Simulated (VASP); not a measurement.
Runs of VASP 6.6.1 on Si3Br. The structure is that of space group Pm-3m (No. 221), or close to it. The cells are those of the table. The cell was built from a structure type or drawn by symmetry, and may not be a known phase.

```tsv
task	cell	k mesh	cutoff (eV)	gap on the mesh (eV)	pressure (GPa)	relaxed volume (Å³/atom)
single point	a = 4.220 Å, 4 atoms	12 × 12 × 12	520	none	0.1	-
single point	a = 4.397 Å, 4 atoms	4 × 4 × 4	520	none	-4.6	-
relaxation of cell and atoms	relaxed from a = 4.397 Å, 4 atoms	4 × 4 × 4	600	none	0.1	(a)
single point	a = 4.236 Å, 4 atoms	4 × 4 × 4	520	none	0.4	-
relaxation of cell and atoms	relaxed from a = 4.236 Å, 4 atoms	12 × 12 × 12	600	none	-0.1	18.84
```

Alike in all rows: level PBE; potentials or basis VASP PAW PBE potentials, release 64 (Si, Br); no spin polarisation; smearing gaussian 0.1 eV.

**Question.** Estimate the missing entries.

**Answer.** (a) 19.10.

Caveats: some runs use coarse meshes; an odd number of electrons without spin polarisation forces a metal; a magnetic or distorted state may lie lower; the cell stands under tension (at least some runs).

A k mesh can miss the band edges, and the runs leave out spin-orbit coupling on Br.

A gap of «none» marks levels without a gap at the run's occupations.
